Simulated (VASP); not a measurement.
Set up this calculation in VASP 6.6.1, as the native input.

* Task: single point
* Functional: r2SCAN
* Potentials or basis: VASP PAW PBE potentials, release 64 (Li_sv, F)
* Cutoff: 520 eV
* k mesh: 10 × 10 × 10
* Occupations: gaussian, width 0.01 eV
* Spin: no spin polarisation
* Dipole correction: no
* Further INCAR settings: ALGO = Normal; EDIFF = 1e-06; NBANDS = 12

Crystal: LiF.

```xyz
2
Lattice="1.9749 1.9749 0.0000 -1.9749 1.9749 0.0000 0.0000 1.9749 2.0069" Properties=species:S:1:pos:R:3 pbc="T T T"
Li    0.0000    0.0000    0.0000
F     0.0000    1.9749    0.0000
```

This cell differs from its parent crystal: in-plane strain -0.01.

The input as run:

POSCAR

```
LiF
1.0
    1.9749492505      1.9749492505      0.0000000000
   -1.9749492505      1.9749492505      0.0000000000
    0.0000000000      1.9749492505      2.0068676222
Li F
1 1
Direct
    0.0000000000      0.0000000000      0.0000000000
    0.5000000000      0.5000000000      0.0000000000
```

INCAR.step1

```
SYSTEM = LiF
PREC = Accurate
ENCUT = 520
ISMEAR = 0
SIGMA = 0.01
LREAL = .False.
LASPH = .True.
NELM = 80
NBANDS = 12
GGA = PE
ALGO = Normal
EDIFF = 1E-4
LWAVE = .True.
LCHARG = .False.
```

INCAR.step2

```
SYSTEM = LiF
PREC = Accurate
ENCUT = 520
EDIFF = 1E-6
ISMEAR = 0
SIGMA = 0.01
LREAL = .False.
LASPH = .True.
NELM = 80
ALGO = Normal
ISIF = 2
LWAVE = .False.
LCHARG = .False.
METAGGA = R2SCAN
LMIXTAU = .True.
NBANDS = 12
ISTART = 1
```

KPOINTS

```
regular mesh
0
Gamma
  10 10 10
  0 0 0
```

Potentials or basis: VASP PAW PBE potentials, release 64 (Li_sv, F).

Run with:

```console
$ cat potpaw_PBE.64/Li_sv/POTCAR potpaw_PBE.64/F/POTCAR > POTCAR
$ cp INCAR.step1 INCAR
$ mpirun -np 1 vasp_std > vasp.out
$ cp INCAR.step2 INCAR
$ mpirun -np 1 vasp_std > vasp.out
```

It gave:

```json
{
 "Band gap on the k mesh": "10.66 eV"
}
```

Caveat: the cell differs from its parent crystal (in-plane strain -0.01).

It took 94 s on 1 thread of Intel Xeon 8259CL, with other jobs on the host, peak memory 0.15 GiB.
